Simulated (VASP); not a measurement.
# MgO (Pm-3m) in VASP: notebook, part 2 of 2

VASP 6.6.1.

### Step 5. Single point, PBE (volume changed by +3%)

The input, INCAR:

```
  PREC = Accurate
  ENCUT = 520
  EDIFF = 1E-7
  ISMEAR = 0
  SIGMA = 0.01
  LREAL = False
  LASPH = True
  NELM = 80
  ALGO = Normal
  ISIF = 2
  LWAVE = False
  LCHARG = True
  GGA = PE
  LELF = True
  LVHAR = True
  NBANDS = 11
```

The input, KPOINTS:

```
Automatic mesh
0
Gamma
  8 8 8
```

The input, POSCAR:

```
MgO
1.0
    2.6861582019      0.0000000000      0.0000000000
    0.0000000000      2.6861582019      0.0000000000
    0.0000000000      0.0000000000      2.6861582019
Mg O
1 1
Direct
    0.0000000000      0.0000000000      0.0000000000
    0.5000000000      0.5000000000      0.5000000000
```

Potentials or basis: VASP PAW PBE potentials, release 64 (Mg, O).

The run is started by

```
cat potpaw_PBE.64/Mg/POTCAR potpaw_PBE.64/O/POTCAR > POTCAR
mpirun -np 1 vasp_std > vasp.out
```

OUTCAR:

```text
PREC = Accurate
   ENCUT = 520
   EDIFF = 1E-7
   ISMEAR = 0
   LREAL = False
   LASPH = True
   NELM = 80
   ISIF = 2
   GGA = PE

 ion  position               nearest neighbor table
   1  0.000  0.000  0.000-   2 2.33   2 2.33   2 2.33   2 2.33   2 2.33   2 2.33   2 2.33   2 2.33

   2  0.500  0.500  0.500-   1 2.33   1 2.33   1 2.33   1 2.33   1 2.33   1 2.33   1 2.33   1 2.33

  LATTYP: Found a simple cubic cell.
 ALAT       =     2.6861582019

  Lattice vectors:

 A1 = (   2.6861582019,   0.0000000000,   0.0000000000)
 A2 = (   0.0000000000,   2.6861582019,   0.0000000000)
 A3 = (   0.0000000000,   0.0000000000,   2.6861582019)

Analysis of symmetry for initial positions (statically):
=====================================================================
 Subroutine PRICEL returns:
 Original cell was already a primitive cell.

 Routine SETGRP: Setting up the symmetry group for a
 simple cubic supercell.

 Subroutine GETGRP returns: Found 48 space group operations
 (whereof 48 operations were pure point group operations)
 out of a pool of 48 trial point group operations.

The static configuration has the point symmetry O_h .

Analysis of symmetry for dynamics (positions and initial velocities):
=====================================================================
 Subroutine PRICEL returns:
 Original cell was already a primitive cell.

 Routine SETGRP: Setting up the symmetry group for a
 simple cubic supercell.

 Subroutine GETGRP returns: Found 48 space group operations
 (whereof 48 operations were pure point group operations)
 out of a pool of 48 trial point group operations.

The dynamic configuration has the point symmetry O_h .

 Subroutine INISYM returns: Found 48 space group operations
 (whereof 48 operations are pure point group operations),
 and found     1 'primitive' translations

----------------------------------------------------------------------------------------

                                     Primitive cell
[... 114 lines left out ...]
  Thomas-Fermi vector in A             =   2.354185
   LORBIT       =      0    0 simple, 1 ext, 2 COOP (PROOUT), +10 PAW based schemes
   GGA     = PE    functional components
   LHFCALC =     F    Hartree Fock is set to
   AEXX    =    0.0000 exact exchange contribution
   IVDW    =     0    specifies the selected vdW correction
   LEPSILON=     F    determine dielectric tensor
   LRPA    =     F    only Hartree local field effects (RPA)
 non-spin polarized calculation
 Gauss-broadening in eV      SIGMA  =   0.01
  energy-cutoff  :      520.00
  volume of cell :       19.38
 maximum number of plane-waves:       552
 NGX is ok and might be reduce to    20
   NGX =  9   NGY =  9   NGZ =  9

 number of electron       7.9999993 magnetization

 Free energy of the ion-electron system (eV)
  ---------------------------------------------------
  ext. energy  EPLUGINS =         0.00000000
  ---------------------------------------------------
  free energy    TOTEN  =       -10.39170899 eV

  energy without entropy =      -10.39170899  energy(sigma->0) =      -10.39170899

 E-fermi :   4.5452     XC(G=0): -11.0343

 val. band max:        4.4824842386   @ k =   0.5000   0.5000   0.0000
 cond. band min:       6.4785950519   @ k =   0.0000   0.0000   0.0000
 fundamental gap:      1.9961108133
 Fermi energy:         4.5452080979

 k-point     1 :       0.0000    0.0000    0.0000
  band No.  band energies     occupation
      1     -13.6393      2.00000
      2       3.5404      2.00000
      3       3.5404      2.00000
      4       3.5404      2.00000
      5       6.4786      0.00000
      6      14.8103      0.00000
      7      14.8103      0.00000
      8      23.8284      0.00000
      9      23.8284      0.00000
     10      23.8284      0.00000
     11      31.1962      0.00000
[... 309 lines left out ...]
 k-point    24 :       0.5000    0.3750    0.1250
  band No.  band energies     occupation
      1     -11.8036      2.00000
      2      -0.1023      2.00000
      3       0.6661      2.00000
      4       3.7979      2.00000
      5      10.1655      0.00000
      6      14.6862      0.00000
      7      15.2153      0.00000
      8      19.0307      0.00000
      9      22.6333      0.00000
     10      23.1514      0.00000
     11      26.7932      0.00000

 [... further k-points ...]
[... 5 lines left out ...]
  --------------------------------------------------------------------------------------
  -------------------------------------------------------------------------------------
  Total       -0.5511255     -0.5511255     -0.5511255      0.0000000     -0.0000000      0.0000000
  in kB      -45.5581779    -45.5581779    -45.5581779      0.0000000     -0.0000000      0.0000000
  external PRESSURE =     -45.5581779 kB  Pullay stress =       0.0000000 kB

 VOLUME and BASIS-vectors are now :
 -----------------------------------------------------------------------------
  energy-cutoff  :      520.00
  volume of cell :       19.38
      direct lattice vectors                 reciprocal lattice vectors
     2.686158202  0.000000000  0.000000000     0.372278892  0.000000000  0.000000000
     0.000000000  2.686158202  0.000000000     0.000000000  0.372278892  0.000000000
     0.000000000  0.000000000  2.686158202     0.000000000  0.000000000  0.372278892

 POSITION                                       TOTAL-FORCE (eV/Angst)
 -----------------------------------------------------------------------------------
      0.00000      0.00000      0.00000         0.000000      0.000000      0.000000
      1.34308      1.34308      1.34308         0.000000      0.000000      0.000000
 -----------------------------------------------------------------------------------
    total drift:                                0.000000      0.000000      0.000000

  FREE ENERGIE OF THE ION-ELECTRON SYSTEM (eV)
  ---------------------------------------------------
  free  energy   TOTEN  =       -10.3917089852 eV

  energy  without entropy=      -10.3917089852  energy(sigma->0) =      -10.39170899
```

stdout:

```text
POSCAR found type information on POSCAR MgO
 POSCAR found :  2 types and       2 ions
 scaLAPACK will be used
 LDA part: xc-table for (Slater+PW92), standard interpolation
 POSCAR, INCAR and KPOINTS ok, starting setup
 FFT: planning ... GRIDC
 FFT: planning ... GRID_SOFT
 FFT: planning ... GRID
 WAVECAR not read
 entering main loop
```

It took 5.6 s on 1 thread of Intel Xeon 6975P-C, shared host; peak memory 0.13 GiB.

What came out:

| Quantity | Value |
| --- | --- |
| Free energy | -10.3917 eV |
| Pressure | -4.6 GPa |
| Band gap on the k mesh | 2.00 eV, indirect (least direct gap 2.94 eV) |

### Step 6. Single point, PBE (volume changed by +6%)

The input, INCAR:

```
PREC = Accurate ; ENCUT = 520
EDIFF = 1E-6 ; ISMEAR = 0
SIGMA = 0.01 ; LREAL = False
LASPH = True ; NELM = 60
ALGO = Normal ; ISIF = 2
LWAVE = False ; LCHARG = False
GGA = PE ; NBANDS = 11
```

The input, KPOINTS:

```
regular mesh
0
Gamma
  8 8 8
```

The input, POSCAR:

```
MgO
1.0
    2.7119882307      0.0000000000      0.0000000000
    0.0000000000      2.7119882307      0.0000000000
    0.0000000000      0.0000000000      2.7119882307
Mg O
1 1
Direct
    0.0000000000      0.0000000000      0.0000000000
    0.5000000000      0.5000000000      0.5000000000
```

Potentials or basis: VASP PAW PBE potentials, release 64 (Mg, O).

The run is started by

```
cat potpaw_PBE.64/Mg/POTCAR potpaw_PBE.64/O/POTCAR > POTCAR
mpirun -np 1 vasp_std > vasp.out
```

It took 5.3 s on 1 thread of Intel Xeon 6975P-C, shared host; peak memory 0.13 GiB.

The run converged. Its results:

| Property | Result |
| --- | --- |
| Free energy | -10.3703 eV |
| Pressure | -7.8 GPa |
| Band gap on the k mesh | 1.76 eV, indirect (least direct gap 2.68 eV) |

Levels at points of the mesh, in eV from the valence-band top:
| k point | band 1 | band 2 | band 3 | band 4 | band 5 | band 6 | band 7 | band 8 |
| --- | --- | --- | --- | --- | --- | --- | --- | --- |
| (0.00, 0.00, 0.00) | -17.94 | -0.91 | -0.91 | -0.91 | 1.76 | 10.27 | 10.27 | 18.90 |
| (0.50, 0.00, 0.00) | -16.92 | -5.98 | -0.49 | -0.49 | 6.30 | 8.51 | 14.05 | 16.96 |
| (0.50, 0.50, 0.00) | -16.18 | -4.28 | -4.28 | 0.00 | 4.61 | 11.26 | 11.26 | 12.66 |
| (0.50, 0.50, 0.50) | -15.49 | -3.23 | -3.23 | -3.23 | 7.11 | 7.11 | 7.11 | 14.74 |

### Step 7. Summary

| cell | gap on the mesh (eV) | pressure (GPa) |
| --- | --- | --- |
| a = 2.606 Å, 2 atoms | 2.81 | 9.0 |
| a = 2.633 Å, 2 atoms | 2.52 | 3.7 |
| a = 2.660 Å, 2 atoms | 2.25 | -0.7 |
| a = 2.686 Å, 2 atoms | 2.00 | -4.6 |
| a = 2.712 Å, 2 atoms | 1.76 | -7.8 |

Alike in all rows: task single point; level PBE; potentials or basis VASP PAW PBE potentials, release 64 (Mg, O); no spin polarisation; k mesh 8 × 8 × 8; cutoff (eV) 520; smearing gaussian 0.01 eV.

Total energies depend on the potentials used, so only differences within one code and one set of settings carry meaning.
